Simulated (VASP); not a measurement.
Input of a VASP 6.6.1 run:

The input INCAR:

```
PREC = Accurate
ENCUT = 520
EDIFF = 1E-6
ISMEAR = 1
SIGMA = 0.1
LREAL = False
LASPH = True
NELM = 60
ALGO = Normal
ISIF = 2
LWAVE = False
LCHARG = False
GGA = PS
NBANDS = 32
```

Contents of KPOINTS:

```
regular mesh
0
Gamma
  6 6 6
```

File POSCAR:

```
Ti3Ga
1.0
    0.0000000000      3.1537750685      3.1537750685
    3.1537750685      0.0000000000      3.1537750685
    3.1537750685      3.1537750685      0.0000000000
Ga Ti
1 3
Direct
    0.0000000000      0.0000000000      0.0000000000
    0.5000000000      0.5000000000      0.5000000000
    0.2500000000      0.2500000000      0.2500000000
    0.7500000000      0.7500000000      0.7500000000
```

Potentials or basis: VASP PAW PBE potentials, release 64 (Ga_d, Ti_sv).

Launch:

```bash
$ cat potpaw_PBE.64/Ga_d/POTCAR potpaw_PBE.64/Ti_sv/POTCAR > POTCAR
$ mpirun -np 1 vasp_std > vasp.out
```

Problem. What does it give for the pressure?

Solution. -0.1 GPa.

Caveat: the PAW data sets were made with another functional, which shifts forces and pressure a little.
